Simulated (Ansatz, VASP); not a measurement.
## NaI in VASP and in Ansatz

The input INCAR:

```
SYSTEM = NaI
PREC     = Accurate       ! precision mode
ENCUT    = 520            ! plane-wave cutoff, eV
EDIFF    = 1E-8           ! SCF threshold, eV
ISMEAR   = -1             ! smearing method
SIGMA    = 0.08           ! smearing width, eV
LREAL    = .False.        ! projectors in reciprocal space
LASPH    = .True.         ! aspherical terms in the spheres
NELM     = 100            ! most SCF steps
ALGO     = Normal         ! electronic algorithm
ISIF     = 2              ! what is computed and relaxed
LWAVE    = .False.        ! write WAVECAR
LCHARG   = .False.        ! write CHGCAR
GGA      = PE             ! functional
LEFG     = .True.       
NBANDS   = 14             ! bands
```

Contents of KPOINTS:

```
Automatic mesh
0
Gamma
  11 11 11
  0 0 0
```

POSCAR

```
NaI
1.0
    0.0000000000      3.2642389549      3.2642389549
    3.2642389549      0.0000000000      3.2642389549
    3.2642389549      3.2642389549      0.0000000000
Na I
1 1
Direct
    0.0000000000      0.0000000000      0.0000000000
    0.5000000000      0.5000000000      0.5173299200
```

Input for Ansatz:

```yaml
crystal:
  lattice:
    - [0.0, 3.2642389549, 3.2642389549]
    - [3.2642389549, 0.0, 3.2642389549]
    - [3.2642389549, 3.2642389549, 0.0]
  atoms:
    - { symbol: Na, position: [0.0, 0.0, 0.0] }
    - { symbol: I, position: [0.5, 0.5, 0.51732992] }
kpoints:
  mp_grid: { grid: [11, 11, 11] }
scf:
  occupations: { method: fermi_dirac, width: 0.08 }
hamiltonian:
  xc: pbe
  pseudopotentials: { kind: all_electron, datasets: crystal }
output:
  forces: true
  stress: true
  eigenvalues: true
  efg: { contact_densities: true }
```

Alike in both runs: task electric field gradients; functional PBE; k mesh 11 × 11 × 11; occupations fermi-dirac, width 0.08 eV; no spin polarisation.

```csv
,VASP,Ansatz
version,VASP 6.6.1,Ansatz 0.2.0
potentials or method,"VASP PAW PBE potentials, release 64 (Na_pv, I), cutoff 520 eV","all-electron PAW with datasets made for the crystal, scalar-relativistic"
```

|  | VASP | Ansatz | Ansatz less VASP |
| --- | --- | --- | --- |
| gap on the k mesh at the Fermi level (eV) | 3.58 | 3.58 | +0.004 |
| pressure (GPa) | 0.0 | 0.0 | 0.00 |
| rms of the force components (eV/Å) | 0.036 | 0.036 | -0.0003 |
| size of Vzz on the site where it differs most (V/Å²) | 0.1 | 0.1 | -0.01 |

Atom by atom the forces differ by 0.000 eV/Å (rms over components). Ansatz ran all-electron here, and VASP with PAW potentials.

Spin-orbit coupling is off throughout.
